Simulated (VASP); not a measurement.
# NbInS4 (P6/mmm) in VASP: a series of runs

NbInS4 is run at these levels: PBE; tasks: single point.

Program: VASP 6.6.1. These are calculated values, not measurements. Logs are shortened: lines on timing, memory, paths and dates and some standing lists are left out, and cuts for length are marked.

**1. The cell of the first run**

It takes space group P6/mmm (No. 191, hexagonal). Conventional cell: a = 4.572 Å, b = 4.572 Å, c = 5.915 Å, α = 90.00°, β = 90.00°, γ = 120.00°. Within 3.8 Å of Nb (site symmetry 6/mmm) lie 12 S at 2.90 Å and 2 In at 2.96 Å. Within 3.9 Å of In (site symmetry 6/mmm) lie 2 Nb at 2.96 Å and 12 S at 3.17 Å. Within 3.2 Å of S (site symmetry 3m) lie 4 S at 2.42 to 2.64 Å and 3 Nb at 2.90 Å and 3 In at 3.17 Å.

The cell was generated, and may not be a known phase.

**2. Single point, PBE**

The input, INCAR:

```
  PREC = Accurate
  ENCUT = 520
  EDIFF = 1E-7
  ISMEAR = 0
  SIGMA = 0.1
  LREAL = False
  LASPH = True
  NELM = 100
  ALGO = Normal
  ISIF = 2
  LWAVE = False
  LCHARG = True
  GGA = PE
  LELF = True
  LVHAR = True
  NBANDS = 34
```

The input, KPOINTS:

```
Automatic mesh
0
Gamma
  6 6 2
```

The input, POSCAR:

```
NbInS4
1.0
    4.5722760818      0.0000000000      0.0000000000
   -2.2861380409      3.9597072399      0.0000000000
    0.0000000000      0.0000000000      5.9147147187
Nb In S
1 1 4
Direct
    0.0000000000      0.0000000000      0.0000000000
    0.0000000000      0.0000000000      0.5000000000
    0.3333333333      0.6666666667      0.2045367399
    0.6666666667      0.3333333333      0.2045367399
    0.6666666667      0.3333333333      0.7954632601
    0.3333333333      0.6666666667      0.7954632601
```

Potentials or basis: VASP PAW PBE potentials, release 64 (Nb_sv, In_d, S).

On the command line:

```sh
> cat potpaw_PBE.64/Nb_sv/POTCAR potpaw_PBE.64/In_d/POTCAR potpaw_PBE.64/S/POTCAR > POTCAR
> mpirun -np 1 vasp_std > vasp.out
```

OUTCAR:

```text
PREC = Accurate
   ENCUT = 520
   EDIFF = 1E-7
   ISMEAR = 0
   LREAL = False
   LASPH = True
   NELM = 100
   ISIF = 2
   GGA = PE

 ion  position               nearest neighbor table
   1  0.000  0.000  0.000-   3 2.90   4 2.90   5 2.90   6 2.90   3 2.90   6 2.90   4 2.90   5 2.90
                             4 2.90   5 2.90   3 2.90   6 2.90   2 2.96   2 2.96
   2  0.000  0.000  0.500-   1 2.96   1 2.96   4 3.17   5 3.17   6 3.17   3 3.17   3 3.17   6 3.17
                             4 3.17   5 3.17   4 3.17   5 3.17   3 3.17   6 3.17
   3  0.333  0.667  0.205-   6 2.42   4 2.64   4 2.64   4 2.64   1 2.90   1 2.90   1 2.90   2 3.17
                             2 3.17   2 3.17
   4  0.667  0.333  0.205-   5 2.42   3 2.64   3 2.64   3 2.64   1 2.90   1 2.90   1 2.90   2 3.17
                             2 3.17   2 3.17
   5  0.667  0.333  0.795-   4 2.42   6 2.64   6 2.64   6 2.64   1 2.90   1 2.90   1 2.90   2 3.17
                             2 3.17   2 3.17
   6  0.333  0.667  0.795-   3 2.42   5 2.64   5 2.64   5 2.64   1 2.90   1 2.90   1 2.90   2 3.17
                             2 3.17   2 3.17

  LATTYP: Found a hexagonal cell.
 ALAT       =     4.5722760818
 C/A-ratio  =     1.2936040197

  Lattice vectors:

 A1 = (   4.5722760818,   0.0000000000,   0.0000000000)
 A2 = (  -2.2861380409,   3.9597072399,   0.0000000000)
 A3 = (   0.0000000000,   0.0000000000,   5.9147147187)

Analysis of symmetry for initial positions (statically):
=====================================================================
 Subroutine PRICEL returns:
 Original cell was already a primitive cell.

 Routine SETGRP: Setting up the symmetry group for a
 hexagonal supercell.

 Subroutine GETGRP returns: Found 24 space group operations
 (whereof 24 operations were pure point group operations)
 out of a pool of 24 trial point group operations.

The static configuration has the point symmetry D_6h.

Analysis of symmetry for dynamics (positions and initial velocities):
=====================================================================
 Subroutine PRICEL returns:
 Original cell was already a primitive cell.

 Routine SETGRP: Setting up the symmetry group for a
 hexagonal supercell.

 Subroutine GETGRP returns: Found 24 space group operations
 (whereof 24 operations were pure point group operations)
 out of a pool of 24 trial point group operations.

The dynamic configuration has the point symmetry D_6h.

 Subroutine INISYM returns: Found 24 space group operations
 (whereof 24 operations are pure point group operations),
 and found     1 'primitive' translations

----------------------------------------------------------------------------------------

                                     Primitive cell

  volume of cell :     107.0852

  direct lattice vectors                    reciprocal lattice vectors
     4.572276082  0.000000000  0.000000000     0.218709453  0.126271961  0.000000000
    -2.286138041  3.959707240  0.000000000     0.000000000  0.252543923  0.000000000
     0.000000000  0.000000000  5.914714719     0.000000000  0.000000000  0.169069862

  length of vectors
     4.572276082  4.572276082  5.914714719     0.252543923  0.252543923  0.169069862

  position of ions in fractional coordinates (direct lattice)
     0.000000000  0.000000000  0.000000000
     0.000000000  0.000000000  0.500000000
     0.333333333  0.666666667  0.204536740
     0.666666667  0.333333333  0.204536740
     0.666666667  0.333333333  0.795463260
     0.333333333  0.666666667  0.795463260

  ion indices of the primitive-cell ions
   primitive index   ion index
                 1           1
                 2           2
                 3           3
                 4           4
                 5           5
                 6           6

----------------------------------------------------------------------------------------

 KPOINTS: Automatic mesh

Automatic generation of k-mesh.
 Grid dimensions read from file:
 generate k-points for:    6    6    2

 Generating k-lattice:

  Cartesian coordinates                     Fractional coordinates (reciprocal lattice)
     0.036451575  0.021045327  0.000000000     0.166666667 -0.000000000  0.000000000
     0.000000000  0.042090654  0.000000000     0.000000000  0.166666667  0.000000000
     0.000000000  0.000000000  0.084534931     0.000000000  0.000000000  0.500000000

  Length of vectors
     0.042090654  0.042090654  0.084534931

  Shift w.r.t. Gamma in fractional coordinates (k-lattice)
     0.000000000  0.000000000  0.000000000

 Subroutine IBZKPT returns following result:
 ===========================================

 Found     14 irreducible k-points:

 Following reciprocal coordinates:
            Coordinates               Weight
  0.000000  0.000000  0.000000      1.000000
  0.166667 -0.000000  0.000000      6.000000
  0.333333  0.000000  0.000000      6.000000
  0.500000  0.000000  0.000000      3.000000
  0.166667  0.166667  0.000000      6.000000
  0.333333  0.166667  0.000000     12.000000
  0.333333  0.333333  0.000000      2.000000
  0.000000  0.000000  0.500000      1.000000
  0.166667 -0.000000  0.500000      6.000000
  0.333333  0.000000  0.500000      6.000000
  0.500000  0.000000  0.500000      3.000000
  0.166667  0.166667  0.500000      6.000000
  0.333333  0.166667  0.500000     12.000000
  0.333333  0.333333  0.500000      2.000000
   k-points           NKPTS =     14   k-points in BZ     NKDIM =     14   number of bands    NBANDS=     34
   number of dos      NEDOS =    301   number of ions     NIONS =      6
   total plane-waves  NPLWV =  62208
   dimension x,y,z NGX =    36 NGY =   36 NGZ =   48
   dimension x,y,z NGXF=    72 NGYF=   72 NGZF=   96
   ions per type =               1   1   4
   NGX,Y,Z   is equivalent  to a cutoff of  13.09, 13.09, 13.49 a.u.
   NGXF,Y,Z  is equivalent  to a cutoff of  26.18, 26.18, 26.98 a.u.
 SYSTEM =  unknown system
   PREC   = accura    normal or accurate (medium, high low for compatibility)
   ISTART =      0    job   : 0-new  1-cont  2-samecut
   ICHARG =      2    charge: 1-file 2-atom 10-const
   ISPIN  =      1    spin polarized calculation?
   LNONCOLLINEAR =      F non collinear calculations
   LSORBIT =      F    spin-orbit coupling
   LASPH  =      T    aspherical Exc in radial PAW
   ENCUT  =  520.0 eV  38.22 Ry    6.18 a.u.   8.50  8.50 11.00*2*pi/ulx,y,z
   NELM   =    100;   NELMIN=  2; NELMDL= -5     # of ELM steps
   EDIFF  = 0.1E-06   stopping-criterion for ELM
   LREAL  =      F    real-space projection
   EDIFFG = 0.1E-05   stopping-criterion for IOM
   NSW    =      0    number of steps for IOM
   IBRION =     -1    ionic relax: 0-MD 1-quasi-New 2-CG
   NFREE  =      0    steps in history (QN), initial steepest desc. (CG)
   ISIF   =      2    stress and relaxation
   ISYM   =      2    0-nonsym 1-usesym 2-fastsym
   POTIM  = 0.5000    time-step for ionic-motion
   TEBEG  =    0.0;   TEEND  =   0.0 temperature during run
   PSTRESS=    0.0 pullay stress
   NELECT =      50.0000    total number of electrons
   NUPDOWN=      -1.0000    fix difference up-down
   EMIN   =  10.00;   EMAX   =-10.00  energy-range for DOS
   EFERMI =   0.00;   METHOD = LEGACY
   ISMEAR =     0;   SIGMA  =   0.10  broadening in eV -4-tet -1-fermi 0-gaus
   EFERMI_NEDOS =   21; number of points for ismear=-14 and -15
   IALGO  =     38    algorithm
   IMIX   =      4    mixing-type and parameters
     AMIX     =   0.40;   BMIX     =  1.00
     AMIX_MAG =   1.60;   BMIX_MAG =  1.00
  volume/ion in A,a.u.               =      17.85       120.44
  Fermi-wavevector in a.u.,A,eV,Ry     =   1.270053  2.400051 21.946656  1.613034
  Thomas-Fermi vector in A             =   2.403061
   LORBIT       =      0    0 simple, 1 ext, 2 COOP (PROOUT), +10 PAW based schemes
   GGA     = PE    functional components
   LHFCALC =     F    Hartree Fock is set to
   AEXX    =    0.0000 exact exchange contribution
   IVDW    =     0    specifies the selected vdW correction
   LEPSILON=     F    determine dielectric tensor
   LRPA    =     F    only Hartree local field effects (RPA)
 non-spin polarized calculation
 Gauss-broadening in eV      SIGMA  =   0.10
  energy-cutoff  :      520.00
  volume of cell :      107.09
 maximum number of plane-waves:      2919
 NGX is ok and might be reduce to    36
   NGX = 17   NGY = 17   NGZ = 21

 number of electron      50.0000002 magnetization

 Free energy of the ion-electron system (eV)
  ---------------------------------------------------
  ext. energy  EPLUGINS =         0.00000000
  ---------------------------------------------------
  free energy    TOTEN  =       -28.00107901 eV

  energy without entropy =      -27.99417806  energy(sigma->0) =      -27.99762853

 E-fermi :   8.7009     XC(G=0): -11.0881

 val. band max:        8.6022666671   @ k =   0.3333   0.1667   0.5000
 cond. band min:       8.8353331448   @ k =   0.3333   0.1667   0.0000
 fundamental gap:      0.2330664778
 Fermi energy:         8.7008967914

 k-point     1 :       0.0000    0.0000    0.0000
  band No.  band energies     occupation
      1     -47.3037      2.00000
      2     -23.4091      2.00000
      3     -23.4091      2.00000
      4     -23.1384      2.00000
      5      -7.7853      2.00000
      6      -5.6945      2.00000
[... 26 lines left out ...]
     33      12.7674      0.00000
     34      12.8612      0.00000

 k-point     2 :       0.1667   -0.0000    0.0000
  band No.  band energies     occupation
      1     -47.3036      2.00000
      2     -23.4133      2.00000
      3     -23.4099      2.00000
      4     -23.1377      2.00000
      5      -7.5916      2.00000
      6      -5.7376      2.00000
[... 26 lines left out ...]
     33      11.9934      0.00000
     34      12.6423      0.00000
[... 405 lines left out ...]
     33      13.1992      0.00000
     34      14.4348      0.00000

 k-point    14 :       0.3333    0.3333    0.5000
  band No.  band energies     occupation
      1     -47.3032      2.00000
      2     -23.4207      2.00000
      3     -23.4207      2.00000
      4     -23.1381      2.00000
      5      -6.1537      2.00000
      6      -6.1537      2.00000
[... 26 lines left out ...]
     33      14.2836      0.00000
     34      14.4217      0.00000

------------------------ aborting loop because EDIFF is reached ----------------------------------------

  FORCE on cell =-STRESS in cart. coord.  units (eV):
  Direction    XX          YY          ZZ          XY          YZ          ZX
  --------------------------------------------------------------------------------------
  -------------------------------------------------------------------------------------
  Total       -0.1145216     -0.1145216     -0.1167096      0.0000000      0.0000000      0.0000000
  in kB       -1.7134391     -1.7134391     -1.7461745      0.0000000      0.0000000      0.0000000
  external PRESSURE =      -1.7243509 kB  Pullay stress =       0.0000000 kB

 VOLUME and BASIS-vectors are now :
 -----------------------------------------------------------------------------
  energy-cutoff  :      520.00
  volume of cell :      107.09
      direct lattice vectors                 reciprocal lattice vectors
     4.572276082  0.000000000  0.000000000     0.218709453  0.126271961  0.000000000
    -2.286138041  3.959707240  0.000000000     0.000000000  0.252543923  0.000000000
     0.000000000  0.000000000  5.914714719     0.000000000  0.000000000  0.169069862

 POSITION                                       TOTAL-FORCE (eV/Angst)
 -----------------------------------------------------------------------------------
      0.00000      0.00000      0.00000        -0.000000      0.000000      0.000000
      0.00000      0.00000      2.95736        -0.000000      0.000000      0.000000
     -0.00000      2.63980      1.20978         0.000000     -0.000000     -0.018938
      2.28614      1.31990      1.20978        -0.000000      0.000000     -0.018938
      2.28614      1.31990      4.70494        -0.000000      0.000000      0.018938
     -0.00000      2.63980      4.70494         0.000000      0.000000      0.018938
 -----------------------------------------------------------------------------------
    total drift:                                0.000000     -0.000000      0.000000

  FREE ENERGIE OF THE ION-ELECTRON SYSTEM (eV)
  ---------------------------------------------------
  free  energy   TOTEN  =       -28.0010790068 eV

  energy  without entropy=      -27.9941780625  energy(sigma->0) =      -27.99762853
```

Wall time 2.2 min (1 thread of AMD EPYC 7R13, shared host); peak memory 0.23 GiB.

What came out:

```
Free energy            : -28.0011 eV
Pressure               : -0.2 GPa
Largest force          : 0.019 eV/Å
Band gap on the k mesh : zero (bands 25 and 26 overlap by 1.36 eV)
```

Forces in eV/Å, atoms in the order of the input:
```
Nb   0.000  0.000  0.000
In   0.000  0.000  0.000
S    0.000  0.000 -0.019
S    0.000  0.000 -0.019
S    0.000  0.000  0.019
S    0.000  0.000  0.019
```

Levels at points of the mesh, in eV from the Fermi level:
```csv
k point,band 23,band 24,band 25,band 26,band 27,band 28
"(0.00, 0.00, 0.00)",-2.69,-2.44,-0.40,0.92,0.92,1.15
"(0.50, 0.00, 0.00)",-0.90,0.57,0.58,1.08,1.10,1.24
"(0.00, 0.00, 0.50)",-2.33,-2.33,-0.93,-0.13,0.86,1.23
"(0.50, 0.00, 0.50)",-1.41,-1.28,-0.76,0.47,0.60,0.92
```

Caveat: the k points lie up to 0.53 Å⁻¹ apart, too coarse for converged energies and pressures of a metal; spin-orbit coupling is left out, which moves the levels of the heavy elements.

**3. Single point, PBE**

This run uses another cell than the first one, of 27.14 Å³/atom.

The input, INCAR:

```
ALGO     = Normal         # electronic algorithm
EDIFF    = 1E-6           # SCF threshold, eV
ENCUT    = 520            # plane-wave cutoff, eV
GGA      = PE             # functional
ISIF     = 2              # what is computed and relaxed
ISMEAR   = 0              # smearing method
LASPH    = T              # aspherical terms in the spheres
LCHARG   = F              # write CHGCAR
LREAL    = F              # projectors in reciprocal space
LWAVE    = F              # write WAVECAR
NBANDS   = 34             # bands
NELM     = 80             # most SCF steps
PREC     = Accurate       # precision mode
SIGMA    = 0.1            # smearing width, eV
```

The input, KPOINTS:

```
k-points
0
Gamma
  6 6 2
```

The input, POSCAR:

```
NbInS4
1.0
    4.2766726000      0.0000000000      0.0000000000
   -2.1383363000      3.7037071100      0.0000000000
    0.0000000000      0.0000000000     10.2801443500
Nb In S
1 1 4
Direct
    0.0000000000      0.0000000000      0.0000000000
    0.0000000000      0.0000000000      0.5000000000
    0.3333333300      0.6666666700      0.1085246800
    0.6666666700      0.3333333300      0.1085246800
    0.6666666700      0.3333333300      0.8914753200
    0.3333333300      0.6666666700      0.8914753200
```

Potentials or basis: VASP PAW PBE potentials, release 64 (Nb_sv, In_d, S).

On the command line:

```sh
> cat potpaw_PBE.64/Nb_sv/POTCAR potpaw_PBE.64/In_d/POTCAR potpaw_PBE.64/S/POTCAR > POTCAR
> mpirun -np 1 vasp_std > vasp.out
```

It took 2.8 min on 1 thread of AMD EPYC 7R13, shared host; peak memory 0.27 GiB.

It converged, with:

```
Free energy            : -26.1859 eV
Pressure               : 3.8 GPa
Largest force          : 0.957 eV/Å
Band gap on the k mesh : zero (bands 25 and 26 overlap by 0.38 eV)
```

Forces in eV/Å, atoms in the order of the input:
```
Nb   0.000  0.000  0.000
In   0.000  0.000  0.000
S    0.000  0.000  0.957
S    0.000  0.000  0.957
S    0.000  0.000 -0.957
S    0.000  0.000 -0.957
```

Stress tensor (GPa, compression positive):
```
4.75 0.00 0.00
0.00 4.75 0.00
0.00 0.00 2.00
```

Levels at points of the mesh, in eV from the Fermi level:
```csv
k point,band 23,band 24,band 25,band 26,band 27,band 28
"(0.00, 0.00, 0.00)",-2.62,-2.62,-1.80,0.83,1.14,1.54
"(0.50, 0.00, 0.00)",-1.31,-0.60,-0.23,0.61,0.84,0.88
"(0.00, 0.00, 0.50)",-2.62,-2.62,-1.33,0.31,0.84,1.54
"(0.50, 0.00, 0.50)",-1.38,-0.46,-0.28,0.84,0.94,1.03
```

Caveat: the cell stands under pressure; spin-orbit coupling is left out, which moves the levels of the heavy elements.

**4. Single point, PBE**

This run uses another cell than the first one, of 18.26 Å³/atom.

The input, INCAR:

```
PREC = Accurate ; ENCUT = 520
EDIFF = 1E-7 ; ISMEAR = 0
SIGMA = 0.1 ; LREAL = F
LASPH = T ; NELM = 100
ALGO = Normal ; ISIF = 2
LWAVE = F ; LCHARG = F
GGA = PE ; NBANDS = 34
```

The input, KPOINTS:

```
Automatic mesh
0
Gamma
  6 6 4
```

The input, POSCAR:

```
NbInS4
1.0
    4.4967115572      0.0000000000      0.0000000000
   -2.2483557786      3.8942664421      0.0000000000
    0.0000000000      0.0000000000      6.2551949744
Nb In S
1 1 4
Direct
    0.0000000000      0.0000000000      0.0000000000
    0.0000000000      0.0000000000      0.5000000000
    0.3333333333      0.6666666667      0.1923154071
    0.6666666667      0.3333333333      0.1923154071
    0.6666666667      0.3333333333      0.8076845929
    0.3333333333      0.6666666667      0.8076845929
```

On the command line:

```sh
> cat potpaw_PBE.64/Nb_sv/POTCAR potpaw_PBE.64/In_d/POTCAR potpaw_PBE.64/S/POTCAR > POTCAR
> mpirun -np 1 vasp_std > vasp.out
```

Wall time 3.1 min (1 thread of AMD EPYC 7R13, shared host); peak memory 0.24 GiB.

The run converged. Its results:

| Property | Result |
| --- | --- |
| Free energy | -28.0104 eV |
| Pressure | -0.3 GPa |
| Largest force | 0.022 eV/Å |
| Band gap on the k mesh | zero (bands 25 and 26 overlap by 1.16 eV) |

Forces on the atoms (eV/Å):
```
Nb   0.000  0.000  0.000
In   0.000  0.000  0.000
S    0.000  0.000 -0.022
S    0.000  0.000 -0.022
S    0.000  0.000  0.022
S    0.000  0.000  0.022
```

Levels at points of the mesh, in eV from the Fermi level:
```tsv
k point	band 23	band 24	band 25	band 26	band 27	band 28
(0.00, 0.00, 0.00)	-2.64	-2.27	-1.01	0.59	1.09	1.09
(0.50, 0.00, 0.00)	-0.99	0.49	0.75	0.87	1.19	1.20
(0.00, 0.00, 0.50)	-2.28	-2.28	-0.57	0.26	1.29	1.29
(0.50, 0.00, 0.50)	-1.22	-1.10	-0.45	0.66	0.78	1.07
```

Caveat: spin-orbit coupling is left out, which moves the levels of the heavy elements.

**5. Overview**

```tsv
cell	k mesh	gap on the mesh (eV)	pressure (GPa)	largest force (eV/Å)
a = 4.572, b = 4.572, c = 5.915 Å, angles 90.0, 90.0, 120.0°, 6 atoms, atomic positions A	6 × 6 × 2	none	-0.2	0.02
a = 4.277, b = 4.277, c = 10.280 Å, angles 90.0, 90.0, 120.0°, 6 atoms, atomic positions B	6 × 6 × 2	none	3.8	0.96
a = 4.497, b = 4.497, c = 6.255 Å, angles 90.0, 90.0, 120.0°, 6 atoms, atomic positions C	6 × 6 × 4	none	-0.3	0.02
```

Alike in all rows: task single point; level PBE; potentials or basis VASP PAW PBE potentials, release 64 (Nb_sv, In_d, S); no spin polarisation; cutoff (eV) 520; smearing gaussian 0.1 eV.

Caveats: some runs use coarse meshes; spin-orbit coupling is left out, which moves the levels of the heavy elements; the cell stands under pressure (at least some runs).

Total energies depend on the potentials used, so only differences within one code and one set of settings carry meaning.

The gap in the log of VASP goes by the Fermi energy; the results here count the filled bands.